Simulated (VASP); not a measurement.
# NbC2 in VASP: notebook

Runs on NbC2. Level: PBE. Tasks: relaxation of cell and atoms, single point.

All numbers are computed with VASP 6.6.1; they aren't measurements. Logs are shortened: lines on timing, memory, paths and dates and some standing lists are left out, and cuts for length are marked.

### Step 1. The cell of the first run

The cell holds a slab with vacuum, 3 atoms: a = 2.295 Å, b = 2.295 Å, c = 12.220 Å, α = 90.00°, β = 90.00°, γ = 120.00°.

The cell was built from a structure type or drawn by symmetry, and may not be a known phase.

### Step 2. Relaxation of cell and atoms, PBE

The input, INCAR:

```
ALGO = Normal ; EDIFF = 1E-6
EDIFFG = -0.04 ; ENCUT = 600
GGA = PE ; IBRION = 2
ISIF = 3 ; ISMEAR = 0
LASPH = T ; LCHARG = F
LREAL = F ; LWAVE = F
NELM = 80 ; NSW = 90
PREC = Accurate ; SIGMA = 0.1
```

The input, KPOINTS:

```
k-points
0
Gamma
  12 12 2
```

The input, POSCAR:

```
NbC2
1.0
    2.2950731300      0.0000000000      0.0000000000
   -1.1475365600      1.9875916300      0.0000000000
    0.0000000000      0.0000000000     12.2200782200
Nb C
1 2
Direct
    0.3333333300      0.6666666700      0.0000000000
    0.6666666700      0.3333333300      0.9079995200
    0.6666666700      0.3333333300      0.0920004800
```

Potentials or basis: VASP PAW PBE potentials, release 64 (Nb_sv, C).

Launch:

```sh
$ cat potpaw_PBE.64/Nb_sv/POTCAR potpaw_PBE.64/C/POTCAR > POTCAR
$ mpirun -np 1 vasp_std > vasp.out
```

OUTCAR:

```text
EDIFF = 1E-6
   EDIFFG = -0.04
   ENCUT = 600
   GGA = PE
   IBRION = 2
   ISIF = 3
   ISMEAR = 0
   LASPH = T
   LREAL = F
   NELM = 80
   NSW = 90
   PREC = Accurate

 ion  position               nearest neighbor table
   1  0.333  0.667  0.000-   2 1.74   3 1.74   2 1.74   3 1.74   2 1.74   3 1.74
   2  0.667  0.333  0.908-   1 1.74   1 1.74   1 1.74
   3  0.667  0.333  0.092-   1 1.74   1 1.74   1 1.74

  LATTYP: Found a hexagonal cell.
 ALAT       =     2.2950731300
 C/A-ratio  =     5.3244831549

  Lattice vectors:

 A1 = (   2.2950731300,   0.0000000000,   0.0000000000)
 A2 = (  -1.1475365600,   1.9875916300,   0.0000000000)
 A3 = (   0.0000000000,   0.0000000000,  12.2200782200)

Analysis of symmetry for initial positions (statically):
=====================================================================
 Subroutine PRICEL returns:
 Original cell was already a primitive cell.

 Routine SETGRP: Setting up the symmetry group for a
 hexagonal supercell.

 Subroutine GETGRP returns: Found 12 space group operations
 (whereof 12 operations were pure point group operations)
 out of a pool of 24 trial point group operations.

The static configuration has the point symmetry D_3h.

Analysis of symmetry for dynamics (positions and initial velocities):
=====================================================================
 Subroutine PRICEL returns:
 Original cell was already a primitive cell.

 Routine SETGRP: Setting up the symmetry group for a
 hexagonal supercell.

 Subroutine GETGRP returns: Found 12 space group operations
 (whereof 12 operations were pure point group operations)
 out of a pool of 24 trial point group operations.

The dynamic configuration has the point symmetry D_3h.

 Subroutine INISYM returns: Found 12 space group operations
 (whereof 12 operations are pure point group operations),
 and found     1 'primitive' translations

----------------------------------------------------------------------------------------

                                     Primitive cell

  volume of cell :      55.7439

  direct lattice vectors                    reciprocal lattice vectors
     2.295073130  0.000000000  0.000000000     0.435715963  0.251560728  0.000000000
    -1.147536560  1.987591630  0.000000000     0.000000000  0.503121459  0.000000000
     0.000000000  0.000000000 12.220078220     0.000000000  0.000000000  0.081832537

  length of vectors
     2.295073130  2.295073124 12.220078220     0.503121457  0.503121459  0.081832537

  position of ions in fractional coordinates (direct lattice)
     0.333333330  0.666666670  0.000000000
     0.666666670  0.333333330  0.907999520
     0.666666670  0.333333330  0.092000480

  ion indices of the primitive-cell ions
   primitive index   ion index
                 1           1
                 2           2
                 3           3

----------------------------------------------------------------------------------------

 KPOINTS: k-points

Automatic generation of k-mesh.
 Grid dimensions read from file:
 generate k-points for:   12   12    2

 Generating k-lattice:

  Cartesian coordinates                     Fractional coordinates (reciprocal lattice)
     0.036309664  0.020963394  0.000000000     0.083333333  0.000000000  0.000000000
     0.000000000  0.041926788  0.000000000     0.000000000  0.083333333  0.000000000
     0.000000000  0.000000000  0.040916268     0.000000000  0.000000000  0.500000000

  Length of vectors
     0.041926788  0.041926788  0.040916268

  Shift w.r.t. Gamma in fractional coordinates (k-lattice)
     0.000000000  0.000000000  0.000000000

 Subroutine IBZKPT returns following result:
 ===========================================

 Found     38 irreducible k-points:

 Following reciprocal coordinates:
            Coordinates               Weight
  0.000000  0.000000  0.000000      1.000000
  0.083333 -0.000000  0.000000      6.000000
  0.166667 -0.000000  0.000000      6.000000
  0.250000 -0.000000  0.000000      6.000000
  0.333333  0.000000  0.000000      6.000000
  0.416667  0.000000  0.000000      6.000000
[... 16 lines left out ...]
  0.250000 -0.000000  0.500000      6.000000
  0.333333  0.000000  0.500000      6.000000
 [... further k-points ...]
   k-points           NKPTS =     38   k-points in BZ     NKDIM =     38   number of bands    NBANDS=     14
   number of dos      NEDOS =    301   number of ions     NIONS =      3
   total plane-waves  NPLWV =  31752
   dimension x,y,z NGX =    18 NGY =   18 NGZ =   98
   dimension x,y,z NGXF=    36 NGYF=   36 NGZF=  196
   ions per type =               1   2
   NGX,Y,Z   is equivalent  to a cutoff of  13.04, 13.04, 13.33 a.u.
   NGXF,Y,Z  is equivalent  to a cutoff of  26.08, 26.08, 26.66 a.u.
 SYSTEM =  unknown system
   PREC   = accura    normal or accurate (medium, high low for compatibility)
   ISTART =      0    job   : 0-new  1-cont  2-samecut
   ICHARG =      2    charge: 1-file 2-atom 10-const
   ISPIN  =      1    spin polarized calculation?
   LNONCOLLINEAR =      F non collinear calculations
   LSORBIT =      F    spin-orbit coupling
   LASPH  =      T    aspherical Exc in radial PAW
   ENCUT  =  600.0 eV  44.10 Ry    6.64 a.u.   4.58  4.58 24.41*2*pi/ulx,y,z
   NELM   =     80;   NELMIN=  2; NELMDL= -5     # of ELM steps
   EDIFF  = 0.1E-05   stopping-criterion for ELM
   LREAL  =      F    real-space projection
   EDIFFG = -.4E-01   stopping-criterion for IOM
   NSW    =     90    number of steps for IOM
   IBRION =      2    ionic relax: 0-MD 1-quasi-New 2-CG
   NFREE  =      1    steps in history (QN), initial steepest desc. (CG)
   ISIF   =      3    stress and relaxation
   ISYM   =      2    0-nonsym 1-usesym 2-fastsym
   POTIM  = 0.5000    time-step for ionic-motion
   TEBEG  =    0.0;   TEEND  =   0.0 temperature during run
   PSTRESS=    0.0 pullay stress
   NELECT =      21.0000    total number of electrons
   NUPDOWN=      -1.0000    fix difference up-down
   EMIN   =  10.00;   EMAX   =-10.00  energy-range for DOS
   EFERMI =   0.00;   METHOD = LEGACY
   ISMEAR =     0;   SIGMA  =   0.10  broadening in eV -4-tet -1-fermi 0-gaus
   EFERMI_NEDOS =   21; number of points for ismear=-14 and -15
   IALGO  =     38    algorithm
   IMIX   =      4    mixing-type and parameters
     AMIX     =   0.40;   BMIX     =  1.00
     AMIX_MAG =   1.60;   BMIX_MAG =  1.00
  volume/ion in A,a.u.               =      18.58       125.39
  Fermi-wavevector in a.u.,A,eV,Ry     =   1.182357  2.234331 19.020517  1.397969
  Thomas-Fermi vector in A             =   2.318613
   LORBIT       =      0    0 simple, 1 ext, 2 COOP (PROOUT), +10 PAW based schemes
   GGA     = PE    functional components
   LHFCALC =     F    Hartree Fock is set to
   AEXX    =    0.0000 exact exchange contribution
   IVDW    =     0    specifies the selected vdW correction
   LEPSILON=     F    determine dielectric tensor
   LRPA    =     F    only Hartree local field effects (RPA)
 conjugate gradient relaxation of ions
 non-spin polarized calculation
 Gauss-broadening in eV      SIGMA  =   0.10
  energy-cutoff  :      600.00
  volume of cell :       55.74
 maximum number of plane-waves:      1886
   NGX =  9   NGY =  9   NGZ = 49

--------------------------------------- Ionic step        1  -------------------------------------------

 number of electron      21.0000000 magnetization

 Free energy of the ion-electron system (eV)
  ---------------------------------------------------
  ext. energy  EPLUGINS =         0.00000000
  ---------------------------------------------------
  free energy    TOTEN  =        -5.32794153 eV

  energy without entropy =       -5.32503428  energy(sigma->0) =       -5.32648791

------------------------ aborting loop because EDIFF is reached ----------------------------------------

  FORCE on cell =-STRESS in cart. coord.  units (eV):
  Direction    XX          YY          ZZ          XY          YZ          ZX
  --------------------------------------------------------------------------------------
  -------------------------------------------------------------------------------------
  Total       63.4279238     63.4279236     39.6095998      0.0000002     -0.0000000     -0.0000000
  in kB     1823.0282764   1823.0282688   1138.4484327      0.0000046     -0.0000000     -0.0000000
  external PRESSURE =    1594.8349927 kB  Pullay stress =       0.0000000 kB
[... 92 lines left out ...]
  FREE ENERGIE OF THE ION-ELECTRON SYSTEM (eV)
  ---------------------------------------------------
  free  energy   TOTEN  =       -16.5786648412 eV

  energy  without entropy=      -16.5512426763  energy(sigma->0) =      -16.56495376

 E-fermi :  -0.5513     XC(G=0):  -6.8203

 val. band max:       -0.5890803373   @ k =   0.3333   0.0833   0.0000
 cond. band min:      -0.5491104504   @ k =   0.0000   0.0000   0.5000
 fundamental gap:      0.0399698869
 Fermi energy:        -0.5513059174

 k-point     1 :       0.0000    0.0000    0.0000
  band No.  band energies     occupation
      1     -55.0400      2.00000
      2     -31.0931      2.00000
      3     -30.9762      2.00000
      4     -30.9762      2.00000
      5     -11.5711      2.00000
      6      -7.2452      2.00000
      7      -2.9633      2.00000
      8      -2.9633      2.00000
      9      -2.9603      2.00000
     10      -0.5490      0.97375
     11      -0.5490      0.97373
     12       3.3839      0.00000
     13       4.5838      0.00000
     14       4.5838      0.00000
[... 375 lines left out ...]
 k-point    24 :       0.3333    0.0000    0.5000
  band No.  band energies     occupation
      1     -55.0252      2.00000
      2     -31.1737      2.00000
      3     -31.0646      2.00000
      4     -31.0209      2.00000
      5     -10.7331      2.00000
      6      -7.4729      2.00000
      7      -3.5517      2.00000
      8      -1.7359      2.00000
      9      -1.5611      2.00000
     10      -1.4697      2.00000
     11      -0.9044      2.00000
     12       1.6853      0.00000
     13       3.8857      0.00000
     14       3.9123      0.00000

 [... further k-points ...]

[... ionic steps 4 to 25 ...]

--------------------------------------- Ionic step       26  -------------------------------------------

 number of electron      21.0000001 magnetization

------------------------ aborting loop because EDIFF is reached ----------------------------------------

  FORCE on cell =-STRESS in cart. coord.  units (eV):
  Direction    XX          YY          ZZ          XY          YZ          ZX
  --------------------------------------------------------------------------------------
  -------------------------------------------------------------------------------------
  Total        0.0013202      0.0013202      0.1412092      0.0000000      0.0000000     -0.0000000
  in kB        0.0318335      0.0318335      3.4049910      0.0000000      0.0000000     -0.0000000
  external PRESSURE =       1.1562193 kB  Pullay stress =       0.0000000 kB
[... 59 lines left out ...]
  energy  without entropy=      -25.0666089381  energy(sigma->0) =      -25.07309428

--------------------------------------- Ionic step       28  -------------------------------------------

 number of electron      21.0000001 magnetization

 Free energy of the ion-electron system (eV)
  ---------------------------------------------------
  ext. energy  EPLUGINS =         0.00000000
  ---------------------------------------------------
  free energy    TOTEN  =       -25.07965356 eV

  energy without entropy =      -25.06692584  energy(sigma->0) =      -25.07328970

 E-fermi :   1.4723     XC(G=0):  -7.5409

 val. band max:        1.4186971256   @ k =   0.2500   0.0833   0.0000
 cond. band min:       1.4876173424   @ k =   0.3333   0.0833   0.5000
 fundamental gap:      0.0689202168
 Fermi energy:         1.4722954360

 k-point     1 :       0.0000    0.0000    0.0000
  band No.  band energies     occupation
      1     -53.4109      2.00000
      2     -29.5458      2.00000
      3     -29.5458      2.00000
      4     -29.3963      2.00000
      5     -13.1908      2.00000
      6      -4.6783      2.00000
      7      -3.7201      2.00000
      8      -3.7201      2.00000
      9      -2.1236      2.00000
     10       0.9386      2.00000
     11       0.9386      2.00000
     12       4.5767      0.00000
     13       7.0613      0.00000
     14       7.0613      0.00000
[... 375 lines left out ...]
 k-point    24 :       0.3333    0.0000    0.5000
  band No.  band energies     occupation
      1     -53.3844      2.00000
      2     -29.9005      2.00000
      3     -29.6227      2.00000
      4     -29.3564      2.00000
      5     -12.2759      2.00000
      6      -5.2837      2.00000
      7      -3.7165      2.00000
      8      -1.9992      2.00000
      9      -0.7693      2.00000
     10      -0.0541      2.00000
     11       1.1147      2.00000
     12       3.6290      0.00000
     13       4.9685      0.00000
     14       6.1305      0.00000

 [... further k-points ...]

------------------------ aborting loop because EDIFF is reached ----------------------------------------

  FORCE on cell =-STRESS in cart. coord.  units (eV):
  Direction    XX          YY          ZZ          XY          YZ          ZX
  --------------------------------------------------------------------------------------
  -------------------------------------------------------------------------------------
  Total       -0.0474736     -0.0474736     -0.0550210     -0.0000000     -0.0000000     -0.0000000
  in kB       -1.1446830     -1.1446830     -1.3266642     -0.0000000     -0.0000000     -0.0000000
  external PRESSURE =      -1.2053434 kB  Pullay stress =       0.0000000 kB
[... 18 lines left out ...]
  FREE ENERGIE OF THE ION-ELECTRON SYSTEM (eV)
  ---------------------------------------------------
  free  energy   TOTEN  =       -25.0796535642 eV

  energy  without entropy=      -25.0669258436  energy(sigma->0) =      -25.07328970

 reached required accuracy - stopping structural energy minimisation
```

Run time: 7.6 min. Hardware: 1 thread of AMD EPYC 9R45 (Zen 5), shared host; peak memory 0.18 GiB.

What came out:

```yaml
Free_energy: -25.0797 eV
Relaxed_volume: 22.15 Å³/atom
Relaxed_cell: a = 3.403 Å, b = 3.403 Å, c = 6.627 Å, α = 90.00°, β = 90.00°, γ = 120.00°
Space_group_after_relaxing_to_0.1_Å: P-6m2 (No. 187)
Band_gap_on_the_k_mesh: zero (an odd number of electrons rules out a gap without spin polarisation)
```

Final structure:
```
Nb C
1.0
     3.40269    0.00000    0.00000
    -1.70134    2.94682    0.00000
     0.00000    0.00000    6.62678
Nb C
1 2
Direct
  0.33333 0.66667 0.00000
  0.66667 0.33333 0.88430
  0.66667 0.33333 0.11570
```

Levels at points of the mesh, in eV from the Fermi level:
| k point | band 8 | band 9 | band 10 | band 11 | band 12 | band 13 | band 14 |
| --- | --- | --- | --- | --- | --- | --- | --- |
| (0.00, 0.00, 0.00) | -5.19 | -3.60 | -0.53 | -0.53 | 3.10 | 5.59 | 5.59 |
| (0.50, 0.00, 0.00) | -2.59 | -1.83 | -1.77 | -0.32 | 1.56 | 1.80 | 3.43 |
| (0.00, 0.00, 0.50) | -5.19 | -3.48 | -0.53 | -0.53 | 3.11 | 4.62 | 5.58 |
| (0.50, 0.00, 0.50) | -2.60 | -1.77 | -1.77 | -0.36 | 1.61 | 1.82 | 3.43 |

Caveat: the volume moved by over 15 % at a fixed basis, so the end points are rough.

[end of part 1 of 2]
